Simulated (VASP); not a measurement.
Input of a VASP 6.6.1 run:

File POSCAR:

```
LaNi2H2
1.0
    0.0000000000      3.7399724200      0.0000000000
    3.7399724200      0.0000000000      0.0000000000
    1.8699857200      1.8699857200     -4.4199674100
Ni La H
2 1 2
Direct
    0.7500000000      0.2500000000      0.5000000000
    0.2500000000      0.7500000000      0.5000000000
    0.0000000000      0.0000000000      0.0000000000
    0.3750000000      0.3750000000      0.2500000000
    0.6250000000      0.6250000000      0.7500000000
```

INCAR.step1

```
SYSTEM = LaNi2H2
PREC     = Accurate       ! precision mode
ENCUT    = 520            ! plane-wave cutoff, eV
ISMEAR   = -5             ! smearing method
SIGMA    = 0.1            ! smearing width, eV
LREAL    = .FALSE.        ! projectors in reciprocal space
LASPH    = .TRUE.         ! aspherical terms in the spheres
NELM     = 100            ! most SCF steps
LMAXMIX  = 6              ! l up to which the mixer works
GGA      = PE             ! functional
ALGO     = Normal         ! electronic algorithm
EDIFF    = 1E-4           ! SCF threshold, eV
LWAVE    = .TRUE.         ! write WAVECAR
LCHARG   = .FALSE.        ! write CHGCAR
```

Contents of INCAR.step2:

```
SYSTEM = LaNi2H2
PREC     = Accurate       ! precision mode
ENCUT    = 520            ! plane-wave cutoff, eV
EDIFF    = 1E-7           ! SCF threshold, eV
ISMEAR   = -5             ! smearing method
SIGMA    = 0.1            ! smearing width, eV
LREAL    = .FALSE.        ! projectors in reciprocal space
LASPH    = .TRUE.         ! aspherical terms in the spheres
NELM     = 100            ! most SCF steps
ALGO     = Normal         ! electronic algorithm
ISIF     = 2              ! what is computed and relaxed
LWAVE    = .FALSE.        ! write WAVECAR
LCHARG   = .FALSE.        ! write CHGCAR
LMAXMIX  = 6              ! l up to which the mixer works
METAGGA  = R2SCAN         ! meta-GGA
LMIXTAU  = .TRUE.       
LORBIT   = 11             ! projections on sites
ISTART   = 1
```

Contents of KPOINTS:

```
regular mesh
0
G
  7 7 7
  0 0 0
```

Potentials or basis: VASP PAW PBE potentials, release 64 (Ni, La, H).

Run with:

```console
$ cat potpaw_PBE.64/Ni/POTCAR potpaw_PBE.64/La/POTCAR potpaw_PBE.64/H/POTCAR > POTCAR
$ cp INCAR.step1 INCAR
$ mpirun -np 1 vasp_std > vasp.out
$ cp INCAR.step2 INCAR
$ mpirun -np 1 vasp_std > vasp.out
```

Q: What does it give for the band gap on the k mesh?

A: Zero (an odd number of electrons rules out a gap without spin polarisation).

Q: What does it give for the largest force?

A: 0.869 eV/Å.

Q: What does it give for the pressure?

A: -6.8 GPa.

Forces in eV/Å, atoms in the order of the input:
```
Ni   0.000  0.000  0.000
Ni   0.000  0.000  0.000
La   0.000  0.000  0.000
H    0.000  0.000 -0.869
H    0.000  0.000  0.869
```

Caveat: the cell stands under tension; the PAW data sets were made with another functional, which shifts forces and pressure a little; spin-orbit coupling is left out, which moves the levels of the heavy elements; tetrahedron occupations give inexact forces and stress in metals. Spin polarisation is off, so any magnetic state and its effect on volume and gap are missing.
